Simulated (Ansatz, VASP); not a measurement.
## One calculation of Al, two programs

File INCAR:

```
SYSTEM = Al
  PREC = Accurate
  ENCUT = 520
  EDIFF = 1E-6
  ISMEAR = 0
  SIGMA = 0.15
  LREAL = .False.
  LASPH = .True.
  NELM = 80
  ALGO = Normal
  ISIF = 2
  LWAVE = .False.
  LCHARG = .True.
  GGA = PS
  LELF = .True.
  LVHAR = .True.
  NBANDS = 10
```

The input KPOINTS:

```
regular mesh
0
Gamma
  18 18 10
  0 0 0
```

Contents of POSCAR:

```
Al
1.0
    2.7699000000      0.0000000000      0.0000000000
   -1.3849500000      2.3988037660      0.0000000000
    0.0000000000      0.0000000000      4.6382883863
Al
2
Direct
    0.6666666667      0.3333333333      0.7500000000
    0.3333333333      0.6666666667      0.2500000000
```

Input for Ansatz:

```yaml
crystal:
  lattice:
    - [2.7699, 0.0, 0.0]
    - [-1.38495, 2.398803766, 0.0]
    - [0.0, 0.0, 4.6382883863]
  atoms:
    - { symbol: Al, position: [0.6666666667, 0.3333333333, 0.75] }
    - { symbol: Al, position: [0.3333333333, 0.6666666667, 0.25] }
basis:
  ecutwfc: 420
kpoints:
  mp_grid: { grid: [18, 18, 10] }
hamiltonian:
  xc: pbesol
  pseudopotentials: { kind: paw, azcp: { folder: soft_1 } }
scf:
  occupations: { method: gaussian, width: 0.15 }
output:
  forces: true
  stress: true
  eigenvalues: true
```

Alike in both runs: task single point; functional PBEsol; k mesh 18 × 18 × 10; occupations gaussian, width 0.15 eV; no spin polarisation.

|  | VASP | Ansatz |
| --- | --- | --- |
| version | VASP 6.6.1 | Ansatz 0.2.0 |
| potentials or method | VASP PAW PBE potentials, release 64 (Al), cutoff 520 eV | scalar-relativistic, plane waves, PAW |
| valence electrons in the cell | 6 | 6 |

|  | VASP | Ansatz | Ansatz less VASP |
| --- | --- | --- | --- |
| gap on the k mesh at the Fermi level (eV) | none | none | - |
| pressure (GPa) | 5.2 | 5.1 | -0.11 |
| traceless stress, the component that is largest in VASP (GPa) | -0.43 | -0.42 | +0.007 |

VASP's potentials were made for PBE, not for PBEsol, and Ansatz warns of the same on its side. A gap of «none» marks a metal or a gap that the smearing closes. With one functional, cell and mesh, what is left measures potentials, basis and numerics.
